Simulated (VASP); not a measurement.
Wanted: the native input for a VASP 6.6.1 run.

```
Task                   : relaxation of cell and atoms
Functional             : PBE
Potentials or basis    : VASP PAW PBE potentials, release 64 (Si, Br)
Cutoff                 : 600 eV
k mesh                 : 12 × 12 × 12
Occupations            : gaussian, width 0.1 eV
Spin                   : no spin polarisation
Dipole correction      : no
Further INCAR settings : ALGO = Normal; EDIFF = 1e-06; IBRION = 2; EDIFFG = -0.01; NSW = 100; ISIF = 3
```

The structure of Si3Br lies in POSCAR:

```
Si3Br
1.0
    0.0000000000      3.2758203305      3.2758203305
    3.2758203305      0.0000000000      3.2758203305
    3.2758203305      3.2758203305      0.0000000000
Si Br
3 1
Direct
    0.2500000000      0.2500000000      0.2500000000
    0.7500000000      0.7500000000      0.7500000000
    0.5000000000      0.5000000000      0.5000000000
    0.0000000000      0.0000000000      0.0000000000
```

The cell was generated, and may not be a known phase.

One way to write it, as run:

INCAR

```
SYSTEM = Si3Br
ALGO = Normal
EDIFF = 1E-6
EDIFFG = -0.01
ENCUT = 600
GGA = PE
IBRION = 2
ISIF = 3
ISMEAR = 0
LASPH = .True.
LCHARG = .False.
LREAL = .False.
LWAVE = .False.
NELM = 60
NSW = 100
PREC = Accurate
SIGMA = 0.1
```

KPOINTS

```
k-points
0
Gamma
  12 12 12
  0 0 0
```

Potentials or basis: VASP PAW PBE potentials, release 64 (Si, Br).

The run is started by

```bash
$ cat potpaw_PBE.64/Si/POTCAR potpaw_PBE.64/Br/POTCAR > POTCAR
$ mpirun -np 1 vasp_std > vasp.out
```

It gave:

```json
{"Relaxed volume": "17.87 Å³/atom", "Relaxed cell": "a = 4.659 Å, b = 4.659 Å, c = 4.659 Å, α = 60.00°, β = 60.00°, γ = 60.00°", "Space group after relaxing (to 0.1 Å)": "Fm-3m (No. 225)", "Energy gained by relaxing": "1.0 meV/atom", "Ionic steps": "2", "Pressure after relaxing": "0.0 GPa"}
```

Caveat: the highest band is partly filled, so the run has too few bands.

Run time: 2.8 min on 1 thread of Intel Xeon 8259CL (shared host), peak memory 0.29 GiB.
